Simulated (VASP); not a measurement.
# Ca11NbO12 (a cell with a defect) in VASP: further runs, part 2 of 2

VASP 6.6.1. Earlier steps stand in the parts before.

## Step 3: Relaxation of the atoms, PBEsol

Input file INCAR:

```
PREC = Accurate
ENCUT = 520
EDIFF = 1E-7
ISMEAR = -1
SIGMA = 0.05
LREAL = False
LASPH = True
NELM = 120
ALGO = Normal
ISIF = 2
LWAVE = False
LCHARG = False
GGA = PS
IBRION = 2
NSW = 100
EDIFFG = -0.03
NELECT = 192.0
ISYM = 0
GGA_COMPAT = False
NELMIN = 4
```

Input file KPOINTS:

```
Automatic mesh
0
Gamma
  1 1 1
  0.25 0.25 0.25
```

Input file POSCAR:

```
Ca11NbO12
1.0
    0.0000000000      4.7676000000      4.7676000000
    4.7676000000      0.0000000000      4.7676000000
    7.1514000000      7.1514000000      0.0000000000
O Ca Nb
12 11 1
Direct
    0.7494060000      0.2476170000      0.1677390000
    0.2525330000      0.7501260000      0.5002060000
    0.7524050000      0.2512160000      0.8338650000
    0.2451990000      0.7516790000      0.1666070000
    0.7507520000      0.2457480000      0.5029610000
    0.2480760000      0.7536610000      0.8359170000
    0.2563960000      0.2513210000      0.4978150000
    0.7486410000      0.7574030000      0.1639520000
    0.7521450000      0.7490750000      0.8299570000
    0.2425760000      0.2570160000      0.1620940000
    0.2476650000      0.2495160000      0.8330520000
    0.7471800000      0.7493560000      0.5025290000
    0.0025580000      0.0007510000      0.0012330000
    0.0002350000      0.0046680000      0.6625000000
    0.9984930000      0.9971520000      0.3353770000
    0.4953120000      0.5006200000      0.0037610000
    0.5016560000      0.5002280000      0.6672360000
    0.9938790000      0.5036280000      0.9999600000
    0.5027300000      0.0005130000      0.3326580000
    0.0032830000      0.4991580000      0.6654210000
    0.4984890000      0.9981280000      0.0020820000
    0.9985330000      0.4938780000      0.3330740000
    0.5025620000      0.0013940000      0.6684170000
    0.4984680000      0.4998240000      0.3347020000
```

Potentials or basis: VASP PAW PBE potentials, release 64 (O, Ca_sv, Nb_sv).

Run with:

```console
$ cat potpaw_PBE.64/O/POTCAR potpaw_PBE.64/Ca_sv/POTCAR potpaw_PBE.64/Nb_sv/POTCAR > POTCAR
$ mpirun -np 1 vasp_std > vasp.out
```

OUTCAR:

```text
PREC = Accurate
   ENCUT = 520
   EDIFF = 1E-7
   ISMEAR = -1
   LREAL = False
   LASPH = True
   NELM = 120
   ISIF = 2
   GGA = PS
   IBRION = 2
   NSW = 100
   EDIFFG = -0.03
   NELECT = 192.0
   ISYM = 0
   NELMIN = 4

 ion  position               nearest neighbor table
   1  0.749  0.248  0.168-  19 2.35  13 2.37  16 2.38  15 2.39  18 2.39  24 2.40
   2  0.253  0.750  0.500-  14 2.37  24 2.38  17 2.38  20 2.38  19 2.39  15 2.39
   3  0.752  0.251  0.834-  20 2.38  17 2.39  13 2.39  14 2.40  16 2.40  21 2.42
   4  0.245  0.752  0.167-  13 2.34  16 2.36  15 2.38  21 2.38  22 2.41  24 2.41
   5  0.751  0.246  0.503-  14 2.33  23 2.35  22 2.36  15 2.38  17 2.39  24 2.41
   6  0.248  0.754  0.836-  13 2.36  16 2.38  23 2.39  18 2.40  17 2.41  14 2.42
[... 16 lines left out ...]
  23  0.503  0.001  0.668-   9 2.35   5 2.35  11 2.36  12 2.39   7 2.39   6 2.39
  24  0.498  0.500  0.335-   7 2.34   2 2.38   1 2.40   5 2.41   4 2.41   8 2.42

IMPORTANT INFORMATION: All symmetrisations will be switched off!
NOSYMM: (Re-)initialisation of all symmetry stuff for point group C_1.

----------------------------------------------------------------------------------------

                                     Primitive cell

  volume of cell :     325.1028

  direct lattice vectors                    reciprocal lattice vectors
     0.000000000  4.767600000  4.767600000    -0.104874570  0.104874570  0.104874570
     4.767600000  0.000000000  4.767600000     0.104874570 -0.104874570  0.104874570
     7.151400000  7.151400000  0.000000000     0.069916380  0.069916380 -0.069916380
[... 328 lines left out ...]

 number of electron     192.0000007 magnetization

------------------------ aborting loop because EDIFF is reached ----------------------------------------
[... 111 lines left out ...]
--------------------------------------- Ionic step       12  -------------------------------------------

 number of electron     192.0000006 magnetization

 Free energy of the ion-electron system (eV)
  ---------------------------------------------------
  ext. energy  EPLUGINS =         0.00000000
  ---------------------------------------------------
  free energy    TOTEN  =      -183.26956052 eV

  energy without entropy =     -183.26956052  energy(sigma->0) =     -183.26956052

 E-fermi :   4.0175     XC(G=0): -10.7587

 val. band max:        2.6888312679   @ k =   0.2500   0.2500   0.2500
 cond. band min:       5.8824600741   @ k =   0.2500   0.2500   0.2500
 fundamental gap:      3.1936288061
 Fermi energy:         4.0175299217

 k-point     1 :       0.2500    0.2500    0.2500
  band No.  band energies     occupation
      1     -51.9203      2.00000
      2     -34.9204      2.00000
      3     -34.8880      2.00000
      4     -34.4481      2.00000
      5     -34.3669      2.00000
      6     -34.3241      2.00000
[... 100 lines left out ...]
    107       8.6762      0.00000
    108       8.8372      0.00000
 [bands above 108 left out]

------------------------ aborting loop because EDIFF is reached ----------------------------------------

  FORCE on cell =-STRESS in cart. coord.  units (eV):
  Direction    XX          YY          ZZ          XY          YZ          ZX
  --------------------------------------------------------------------------------------
  -------------------------------------------------------------------------------------
  Total      -23.6694116    -23.6222791    -23.8200736     -1.3222723      0.2578358      0.2503561
  in kB     -116.6480161   -116.4157366   -117.3905110     -6.5164460      1.2706708      1.2338096
  external PRESSURE =    -116.8180879 kB  Pullay stress =       0.0000000 kB
[... 39 lines left out ...]
  FREE ENERGIE OF THE ION-ELECTRON SYSTEM (eV)
  ---------------------------------------------------
  free  energy   TOTEN  =      -183.2695605232 eV

  energy  without entropy=     -183.2695605231  energy(sigma->0) =     -183.26956052

 reached required accuracy - stopping structural energy minimisation
```

Wall time 20 min (1 thread of Intel Xeon Platinum 8259CL at 2.50GHz (Skylake/Cascade Lake), shared host); peak memory 0.52 GiB.

Results:

| Property | Result |
| --- | --- |
| Free energy | -183.2696 eV |
| Energy gained by relaxing | 223.1 meV/atom |
| Ionic steps | 12 |
| Largest force after relaxing | 0.025 eV/Å |

Forces in eV/Å, atoms in the order of the input:
```
O   -0.010  0.006 -0.010
O    0.006 -0.009 -0.004
O    0.003 -0.013  0.002
O    0.005 -0.016 -0.007
O   -0.001  0.011 -0.007
O   -0.014  0.004 -0.004
O    0.000 -0.005 -0.019
O    0.001  0.003  0.017
O   -0.005 -0.004  0.000
O    0.009  0.008  0.005
O    0.009  0.008 -0.010
O    0.006 -0.002  0.009
Ca  -0.007  0.002 -0.006
Ca  -0.003 -0.006  0.000
Ca   0.001  0.001  0.016
Ca  -0.010 -0.006  0.021
Ca   0.001  0.000 -0.015
Ca  -0.018  0.000  0.012
Ca   0.002  0.005  0.003
Ca   0.018  0.006 -0.008
Ca  -0.020 -0.012  0.010
Ca   0.006  0.005  0.007
Ca   0.011  0.010 -0.008
Nb   0.010  0.004 -0.004
```

The path:
```
step  energy change (eV)  largest force (eV/Å)  pressure (GPa)
   1              0.0000                3.8059          -14.57
   2             -3.9031                2.4632          -14.63
   3             -4.7456                1.5299          -12.57
   4             -5.2501                0.6973          -11.20
   5             -5.2540                0.5921          -11.35
   6             -5.3340                0.2511          -11.98
   7             -5.3341                0.2348          -11.96
   8             -5.3477                0.1423          -11.82
   9             -5.3501                0.1759          -11.73
  10             -5.3532                0.0996          -11.65
  11             -5.3532                0.0892          -11.65
  12             -5.3543                0.0253          -11.68
```

Final structure:
```
CELL_PARAMETERS angstrom
0.00000 4.76760 4.76760
4.76760 0.00000 4.76760
7.15140 7.15140 0.00000
ATOMIC_POSITIONS crystal
O 0.71394 0.28480 0.19077
O 0.28549 0.71624 0.47595
O 0.75803 0.24209 0.83372
O 0.28391 0.71472 0.19095
O 0.71558 0.28627 0.47578
O 0.24099 0.75939 0.83367
O 0.28643 0.28707 0.47405
O 0.71283 0.71392 0.19275
O 0.75698 0.75807 0.82554
O 0.24921 0.25026 0.16875
O 0.24246 0.24364 0.84094
O 0.74965 0.75021 0.49806
Ca 0.00569 0.00737 0.98854
Ca 0.99344 0.99441 0.67870
Ca 0.99922 0.00007 0.33370
Ca 0.49890 0.50036 0.99746
Ca 0.49997 0.50090 0.66966
Ca 0.00038 0.49849 0.99981
Ca 0.49937 0.00040 0.33343
Ca 0.99859 0.50297 0.66703
Ca 0.49678 0.00206 0.99998
Ca 0.99947 0.50023 0.33337
Ca 0.50224 0.99929 0.66710
Nb 0.49963 0.50044 0.33339
```

Levels at points of the mesh, in eV from the Fermi level:
| k point | band 94 | band 95 | band 96 | band 97 | band 98 | band 99 |
| --- | --- | --- | --- | --- | --- | --- |
| (0.25, 0.25, 0.25) | -1.59 | -1.38 | -1.33 | 1.86 | 2.14 | 2.26 |

Caveat: the k points lie up to 1.14 Å⁻¹ apart, too coarse for converged energies, forces and pressures; the cell carries a net charge on a neutralising background, which shifts energy and pressure; the cell is charged against a uniform background, so pressure and absolute levels hang on convention; the PAW data sets were made with another functional, which shifts forces and pressure a little.
